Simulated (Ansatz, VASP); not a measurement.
# MgSe in VASP and in Ansatz

```
Mg Se
1.0
     0.00000    2.72550    2.72550
     2.72550    0.00000    2.72550
     2.72550    2.72550    0.00000
Mg Se
1 1
Direct
  0.00000 0.00000 0.00000
  0.50000 0.50000 0.50000
```

Alike in both runs: task single point; functional r2SCAN; k mesh 5 × 5 × 5; no spin polarisation.

```csv
,VASP,Ansatz
version,VASP 6.6.1,Ansatz 0.2.0
potentials or method,"VASP PAW PBE potentials, release 64 (Mg, Se)","plane waves, PAW"
plane-wave cutoff (eV),660,500
occupations,"gaussian, width 0.01 eV",fixed
valence electrons in the cell,8,26
```

Ansatz gave:

```
gap on the k mesh at the Fermi level (eV) : 2.90
```

Estimate VASP's values.

gap on the k mesh at the Fermi level (eV): 2.87.

VASP's potentials were made for PBE, not for r2SCAN. VASP's potentials hold 8 valence electrons a cell and Ansatz's 26, so a difference there can come from the potentials and not from the codes.
